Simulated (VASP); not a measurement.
Input of a VASP 6.6.1 run:

INCAR

```
PREC = Accurate
ENCUT = 600
EDIFF = 1E-6
ISMEAR = 0
SIGMA = 0.05
LREAL = F
LASPH = T
NELM = 200
ALGO = Normal
ISIF = 2
LWAVE = F
LCHARG = T
ISPIN = 2
MAGMOM = 2.8 0 0
LORBIT = 11
LMAXMIX = 6
GGA = PS
LELF = T
LVHAR = T
NBANDS = 23
GGA_COMPAT = F
```

Contents of KPOINTS:

```
Automatic mesh
0
Gamma
  10 10 10
```

The input POSCAR:

```
ErH2
1.0
    0.0000000000      2.5734334530      2.5734334530
    2.5734334530      0.0000000000      2.5734334530
    2.5734334530      2.5734334530      0.0000000000
Er H
1 2
Direct
    0.0038858592      0.0038858592     -0.0038858592
    0.2500000000      0.2500000000      0.2500000000
    0.7500000000      0.7500000000      0.7500000000
```

Potentials or basis: VASP PAW PBE potentials, release 64 (Er, H).

Command:

```console
$ cat potpaw_PBE.64/Er/POTCAR potpaw_PBE.64/H/POTCAR > POTCAR
$ mpirun -np 1 vasp_std > vasp.out
```

Problem. What does it give for the largest force?

Solution. 0.125 eV/Å.

Problem. Estimate the net moment.

Solution. 2.52 μB per cell.

Forces on the atoms (eV/Å):
```
Er   0.000  0.000 -0.125
H    0.000  0.000  0.062
H    0.000  0.000  0.062
```

Caveat: the cell differs from its parent crystal (atom 1 (Er) moved 0.02 Å along z); the magnetic or orbital state may not be the lowest; the PAW data sets were made with another functional, which shifts forces and pressure a little. The state reached can hang on the start; a lower one may exist.
